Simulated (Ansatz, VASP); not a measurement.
# One calculation of InSb3, two programs

Contents of POSCAR:

```
InSb3
1.0
    4.8063670000      0.0000000000      0.0000000000
    0.0000000000      4.8063670000      0.0000000000
    0.0000000000      0.0000000000      4.8063670000
Sb In
3 1
Direct
    0.5000000000      0.5000000000      0.0000000000
    0.0000000000      0.5000000000      0.5000000000
    0.5000000000      0.0000000000      0.5000000000
    0.0000000000      0.0000000000      0.0000000000
```

File INCAR.step1:

```
PREC = Accurate
ENCUT = 520
EDIFF = 1E-5
ISMEAR = -1
SIGMA = 0.05
LREAL = F
LASPH = T
NELM = 100
ALGO = Normal
ISIF = 2
LWAVE = T
LCHARG = F
NBANDS = 22
GGA = PE
```

The input INCAR.step2:

```
PREC = Accurate
ENCUT = 520
EDIFF = 1E-6
ISMEAR = -1
SIGMA = 0.05
LREAL = F
LASPH = T
NELM = 100
ALGO = Normal
ISIF = 2
LWAVE = F
LCHARG = F
GGA = PE
LHFCALC = T
AEXX = 0.5
HFSCREEN = 0.2
PRECFOCK = Normal
NBANDS = 22
ISTART = 1
```

KPOINTS

```
Automatic mesh
0
Gamma
  3 3 3
```

Contents of input.yaml:

```yaml
crystal:
  lattice:
    - [4.806367, 0.0, 0.0]
    - [0.0, 4.806367, 0.0]
    - [0.0, 0.0, 4.806367]
  atoms:
    - { symbol: Sb, position: [0.5, 0.5, 0.0] }
    - { symbol: Sb, position: [0.0, 0.5, 0.5] }
    - { symbol: Sb, position: [0.5, 0.0, 0.5] }
    - { symbol: In, position: [0.0, 0.0, 0.0] }
hamiltonian:
  xc: { exchange: pbe, correlation: pbe, exx: { coeff: 0.5, omega: 0.2 } }
  pseudopotentials: { kind: paw }
kpoints:
  mp_grid: { grid: [3, 3, 3] }
scf:
  occupations: { method: fermi_dirac, width: 0.05 }
output:
  forces: true
  stress: true
  eigenvalues: true
```

Alike in both runs: task single point; functional PBE-based screened hybrid; k mesh 3 × 3 × 3; occupations fermi-dirac, width 0.05 eV; no spin polarisation.

|  | VASP | Ansatz |
| --- | --- | --- |
| version | VASP 6.6.1 | Ansatz 0.2.0 |
| potentials or method | VASP PAW PBE potentials, release 64 (Sb, In_d) | Ansatz PAW |
| plane-wave cutoff (eV) | 520 | 420 |
| valence electrons in the cell | 28 | 58 |

Ansatz gave:

- gap on the k mesh at the Fermi level (eV): none
- pressure (GPa): -4.1

Task: Which values does VASP return?

Result: gap on the k mesh at the Fermi level (eV): none; pressure (GPa): -6.3.

VASP's potentials were made for PBE, not for PBE-based screened hybrid. A gap of «none» marks a metal or a gap that the smearing closes. With one functional, cell and mesh, what is left measures potentials, basis and numerics. VASP's potentials hold 28 valence electrons a cell and Ansatz's 58, so a difference there can come from the potentials and not from the codes.

The k mesh is coarse, so the values compare programs but aren't converged. Spin-orbit coupling is off throughout.
